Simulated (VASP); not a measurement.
## BaSi3: single point with PBE

Crystal: BaSi3.

```xyz
4
Lattice="4.4872 0.0000 0.0000 0.0000 4.4872 0.0000 0.0000 0.0000 4.4872" Properties=species:S:1:pos:R:3 pbc="T T T"
Ba    0.0000    0.0000    0.0000
Si    0.0000    2.2436    2.2436
Si    2.2436    2.2436    0.0000
Si    2.2436    0.0000    2.2436
```

```yaml
Program: VASP 6.6.1
Task: single point
Functional: PBE
Potentials_or_basis: VASP PAW PBE potentials, release 64 (Ba_sv, Si)
Cutoff: 520 eV
k_mesh: 8 × 8 × 8
Occupations: gaussian, width 0.05 eV
Spin: no spin polarisation
Dipole_correction: no
Further_INCAR_settings: ALGO = Normal; EDIFF = 1e-06; NBANDS = 19
```

```json
{
  "Pressure": "0.8 GPa",
  "Band gap on the k mesh": "zero (band 11 reaches 6.98 eV, above the bottom of band 12 at 5.00 eV)"
}
```

Levels at points of the mesh, in eV from the Fermi level:
```
           k point  band 9  band 10  band 11  band 12  band 13  band 14
(0.00, 0.00, 0.00)   -1.84    -1.84     1.68     1.68     1.68     2.86
(0.50, 0.00, 0.00)   -2.37    -1.63     0.52     0.52     1.02     1.13
(0.50, 0.50, 0.00)   -1.12    -1.12    -0.60    -0.14     1.27     1.27
(0.50, 0.50, 0.50)   -1.39    -1.39    -1.39     4.34     4.89     4.89
```

Wall time 18 s on 1 thread of Intel(R) Xeon(R) 6975P-C (Granite Rapids), on a shared host, peak memory 0.23 GiB.

Caveat: spin-orbit coupling is left out, which moves the levels of the heavy elements.
